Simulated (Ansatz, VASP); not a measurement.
## In2Sb: VASP beside Ansatz

```
In Sb
1.0
     5.37990    0.00000    0.00000
    -2.68995    4.65913    0.00000
     0.00000    0.00000    6.72255
In Sb
4 2
Direct
  0.66667 0.33333 0.25000
  0.33333 0.66667 0.75000
  0.00000 0.00000 0.50000
  0.00000 0.00000 0.00000
  0.66667 0.33333 0.75000
  0.33333 0.66667 0.25000
```

Alike in both runs: task single point; functional PBEsol; k mesh 3 × 3 × 1; occupations gaussian, width 0.1 eV; no spin polarisation.

|  | VASP | Ansatz |
| --- | --- | --- |
| version | VASP 6.6.1 | Ansatz 0.2.0 |
| potentials or method | VASP PAW PBE potentials, release 64 (In_d, Sb), cutoff 520 eV | scalar-relativistic, plane waves, PAW |
| valence electrons in the cell | 62 | 82 |

|  | VASP | Ansatz | Ansatz less VASP |
| --- | --- | --- | --- |
| gap on the k mesh at the Fermi level (eV) | none | none | - |
| pressure (GPa) | -4.3 | -4.3 | +0.02 |
| traceless stress, the component that is largest in VASP (GPa) | 0.80 | 0.82 | +0.015 |

VASP's potentials were made for PBE, not for PBEsol. A gap of «none» marks a metal or a gap that the smearing closes. VASP's potentials hold 62 valence electrons a cell and Ansatz's 82, so a difference there can come from the potentials and not from the codes.

The k mesh is coarse, so the values compare programs but aren't converged. Neither program's run includes spin-orbit coupling.
